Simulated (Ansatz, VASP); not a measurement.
# Ge: VASP beside Ansatz

```
Ge
1.0
     1.98949   -4.59675    0.00000
     1.98949    4.59675    0.00000
     0.00000    0.00000    3.52506
Ge
3
Direct
  0.67805 0.32195 0.50000
  0.32195 0.67805 0.50000
  0.50000 0.50000 0.00000
```

Alike in both runs: task single point; functional PBE; k mesh 6 × 6 × 6; occupations gaussian, width 0.1 eV; no spin polarisation.

```csv
,VASP,Ansatz
version,VASP 6.6.1,Ansatz 0.2.0
potentials or method,"VASP PAW PBE potentials, release 64 (Ge_d), cutoff 520 eV","scalar-relativistic, plane waves, PAW"
valence electrons in the cell,42,42
```

VASP gave:

- gap on the k mesh at the Fermi level (eV): none
- pressure (GPa): 12.6
- traceless stress, the component that is largest in VASP (GPa): -8.08
- rms of the force components (eV/Å): 0.044

Q: What did Ansatz give for the same quantities?

A: gap on the k mesh at the Fermi level (eV): none; pressure (GPa): 12.7; traceless stress, the component that is largest in VASP (GPa): -8.07; rms of the force components (eV/Å): 0.044.

Atom by atom the forces differ by 0.000 eV/Å (rms over components). A gap of «none» marks a metal or a gap that the smearing closes.
